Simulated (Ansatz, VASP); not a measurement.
## H2CO: VASP beside Ansatz

```xyz
32
Lattice="8.5925 0.0000 0.0000 0.0000 8.5925 0.0000 0.0000 0.0000 8.5925" Properties=species:S:1:pos:R:3 pbc="T T T"
O     2.6281    3.9896    7.4300
O     8.3068    8.2641    0.8828
O     8.3230    3.9712    1.8997
O     5.9499    3.0485    6.5416
O     4.7534    0.6750    2.0504
O     4.9059    4.9335    2.2897
O     1.2910   -0.0607    5.3069
O     6.0377    7.5968    5.8305
C     2.6182    4.5356    6.3485
C     8.0818    7.0719    0.8245
C     8.5325    2.8155    1.6074
C     5.9258    2.5357    5.4380
C     4.7827    0.9304    0.8652
C     4.9660    4.6925    1.1062
C     0.8166    0.2867    6.3640
C     5.7847    6.9843    4.8096
H     2.6190    5.6478    6.2465
H     2.6096    3.9580    5.3929
H     8.3850    6.4511   -0.0546
H     7.5421    6.5285    1.6381
H     8.6785    2.4907    0.5502
H     8.6024    1.9993    2.3723
H     5.8869    3.1576    4.5113
H     5.9438    1.4281    5.3081
H     5.7220    0.8751    0.2655
H     3.8727    1.2505    0.3005
H     5.1524    5.4787    0.3345
H     4.8307    3.6676    0.6889
H     0.1257    1.1602    6.4513
H     1.0414   -0.2433    7.3212
H     5.5761    7.5063    3.8490
H     5.7450    5.8705    4.7988
```

Alike in both runs: functional PBE; k mesh 1 × 1 × 1; occupations fermi-dirac, width 0.05 eV; no spin polarisation.

Ansatz relaxed the structure, and its values are those at the end. VASP's run is a single point on that final structure, the one shown.

```csv
,VASP,Ansatz
version,VASP 6.6.1,Ansatz 0.2.0
potentials or method,"VASP PAW PBE potentials, release 64 (O, C, H), cutoff 520 eV","scalar-relativistic, plane waves, PAW"
valence electrons in the cell,96,96
```

|  | VASP | Ansatz | Ansatz less VASP |
| --- | --- | --- | --- |
| rms of the force components (eV/Å) | 0.214 | 0.076 | -0.1386 |

One of these differences is far larger than is usual between the two programs; its cause wasn't traced. With one functional, cell and mesh, what is left measures potentials, basis and numerics.

Noted on VASP's run: the standard files for N, O and F lose accuracy on very short bonds.
